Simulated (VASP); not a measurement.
KCl: single point with r2SCAN

Crystal: KCl.

```
K Cl
1.0
     0.00000    3.42862    2.67432
     3.42862    0.00000    2.67432
     3.42862    3.42862    0.00000
K Cl
1 1
Direct
  0.00000 0.00000 0.00000
  0.50000 0.50000 0.50000
```

This cell differs from its parent crystal: ratio of the length along z to the lengths across it x 0.78, volume and fractional coordinates fixed.

```json
{"Program": "VASP 6.6.1", "Task": "single point", "Functional": "r2SCAN", "Potentials or basis": "VASP PAW PBE potentials, release 64 (K_sv, Cl)", "Cutoff": "520 eV", "k mesh": "8 × 8 × 8", "Occupations": "gaussian, width 0.05 eV", "Spin": "no spin polarisation"}
```

- Pressure: 4.3 GPa
- Band gap on the k mesh: 5.16 eV, direct

Stress tensor (GPa, compression positive):
```
-1.87  0.00  0.00
 0.00 -1.87  0.00
 0.00  0.00 16.70
```

Levels at points of the mesh, in eV from the valence-band top:
```
           k point  band 5  band 6  band 7  band 8  band 9  band 10  band 11  band 12
(0.00, 0.00, 0.00)  -11.21   -0.45   -0.45    0.00    5.16     8.33     8.33     8.99
(0.50, 0.00, 0.00)  -10.55   -1.47   -0.80   -0.79    7.65     8.65    10.91    10.93
(0.50, 0.50, 0.00)  -11.30   -0.80   -0.80   -0.43    6.35     9.41    11.13    11.33
(0.50, 0.00, 0.50)  -11.21   -1.15   -0.53   -0.17    7.01     8.33     9.59    11.31
```

It took 4.5 min on 1 thread of Intel(R) Xeon(R) Platinum 8259CL CPU @ 2.50GHz (Skylake/Cascade Lake) (shared host), peak memory 0.22 GiB.

Caveat: the PAW data sets were made with another functional, which shifts forces and pressure a little. A k mesh can miss the band edges.
